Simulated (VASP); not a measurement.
Input of a VASP 6.6.1 run:

Contents of INCAR:

```
PREC = Accurate ; ENCUT = 520
EDIFF = 1E-6 ; ISMEAR = 0
SIGMA = 0.1 ; LREAL = F
LASPH = T ; NELM = 150
ALGO = Normal ; ISIF = 2
LWAVE = F ; LCHARG = F
ISPIN = 2 ; MAGMOM = 0.15 0.04 0.15 0 0
LORBIT = 11 ; LMAXMIX = 4
GGA = PE ; NBANDS = 34
```

File KPOINTS:

```
regular mesh
0
Gamma
  6 6 4
```

The input POSCAR:

```
Hf2NbN2
1.0
    4.1700925900      0.0000000000      0.0000000000
   -2.0850462900      3.6114061200      0.0000000000
    0.0000000000      0.0000000000      5.0022527600
Hf Nb N
2 1 2
Direct
    0.0000000000      0.0000000000      0.5000000000
    0.3333333300      0.6666666700      0.5000000000
    0.0000000000      0.0000000000      0.0000000000
    0.3333333300      0.6666666700      0.8204195300
    0.3333333300      0.6666666700      0.1795804700
```

Potentials or basis: VASP PAW PBE potentials, release 64 (Hf_pv, Nb_sv, N).

The run is started by

```bash
$ cat potpaw_PBE.64/Hf_pv/POTCAR potpaw_PBE.64/Nb_sv/POTCAR potpaw_PBE.64/N/POTCAR > POTCAR
$ mpirun -np 1 vasp_std > vasp.out
```

**Question.** Estimate the net moment.

**Answer.** -0.76 μB per cell.

**Question.** Predict the largest force.

**Answer.** 20.437 eV/Å.

**Question.** What does it give for the pressure?

**Answer.** 67.1 GPa.

**Question.** What does it give for the site moments?

**Answer.** Hf -0.26, -0.21; Nb -0.18; N -0.00 μB.

Forces on the atoms (eV/Å):
```
Hf    0.000   0.000   0.000
Hf    0.000   0.000   0.000
Nb    0.000   0.000   0.000
N     0.000   0.000  20.437
N     0.000   0.000 -20.437
```

Caveat: the cell stands under pressure; forces of over 1 eV/Å act on the atoms, so gaps and moduli don't describe the material at rest.
